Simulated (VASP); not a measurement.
## BN: relaxation of shape and atoms at fixed volume with PBE+D3(BJ)

The system is BN.

```
B N
1.0
     2.53234    0.00000    0.00000
    -1.26617    2.19307    0.00000
     0.00000    0.00000    6.86822
B N
2 2
Cartesian
  0.0000 1.4620 1.7171
  1.2662 0.7310 5.1512
  0.0000 1.4620 5.1512
  1.2662 0.7310 1.7171
```

This cell differs from its parent crystal: volume scaled by 1.06.

```json
{
 "Program": "VASP 6.6.1",
 "Task": "relaxation of shape and atoms at fixed volume",
 "Functional": "PBE",
 "Dispersion": "D3(BJ)",
 "Potentials or basis": "VASP PAW PBE potentials, release 64 (B, N)",
 "Cutoff": "600 eV",
 "k mesh": "12 × 12 × 4",
 "Occupations": "gaussian, width 0.02 eV",
 "Spin": "no spin polarisation",
 "Dipole correction": "no",
 "Further INCAR settings": "ALGO = Normal; EDIFF = 1e-06; IBRION = 2; EDIFFG = -0.01; NSW = 50; ISIF = 4"
}
```

```json
{
  "Energy gained by relaxing": "4.8 meV/atom",
  "Ionic steps": "2",
  "Pressure after relaxing": "-1.4 GPa",
  "Band gap on the k mesh": "4.34 eV, indirect (least direct gap 4.64 eV)",
  "Dispersion energy per atom": "-0.132 eV"
}
```

Stress tensor (GPa, compression positive):
```
-1.50  0.00  0.00
 0.00 -1.50  0.00
 0.00  0.00 -1.34
```

Step by step:
| step | energy change (eV) | largest force (eV/Å) | pressure (GPa) | volume (Å³) |
| --- | --- | --- | --- | --- |
| 1 | 0.0000 | 0.0000 | -7.14 | 38.14 |
| 2 | -0.0193 | 0.0000 | -1.45 | 38.14 |

Final structure:
```cif
data_structure
_symmetry_space_group_name_H-M 'P 1'
_symmetry_Int_Tables_number 1
_cell_length_a 2.5104
_cell_length_b 2.5104
_cell_length_c 6.9889
_cell_angle_alpha 90.000
_cell_angle_beta 90.000
_cell_angle_gamma 120.000
_cell_volume 38.14
loop_
_atom_site_label
_atom_site_type_symbol
_atom_site_fract_x
_atom_site_fract_y
_atom_site_fract_z
_atom_site_occupancy
B1 B 0.33333 0.66667 0.25000 1
B2 B 0.66667 0.33333 0.75000 1
N1 N 0.33333 0.66667 0.75000 1
N2 N 0.66667 0.33333 0.25000 1
```

Levels at points of the mesh, in eV from the valence-band top:
| k point | band 6 | band 7 | band 8 | band 9 | band 10 | band 11 |
| --- | --- | --- | --- | --- | --- | --- |
| (0.00, 0.00, 0.00) | -1.34 | -1.32 | -1.32 | 4.98 | 9.69 | 11.50 |
| (0.50, 0.00, 0.00) | -4.09 | -1.29 | -0.53 | 4.34 | 5.43 | 9.43 |
| (0.00, 0.00, 0.50) | -1.33 | -1.33 | -1.33 | 7.06 | 7.06 | 11.54 |
| (0.50, 0.00, 0.50) | -4.11 | -0.91 | -0.91 | 4.74 | 4.74 | 9.80 |

Run time: 36 s on 1 thread of Intel(R) Xeon(R) Platinum 8259CL CPU @ 2.50GHz (Skylake/Cascade Lake) (shared host), peak memory 0.18 GiB.

Caveat: the cell differs from its parent crystal (volume scaled by 1.06). A k mesh can miss the band edges.
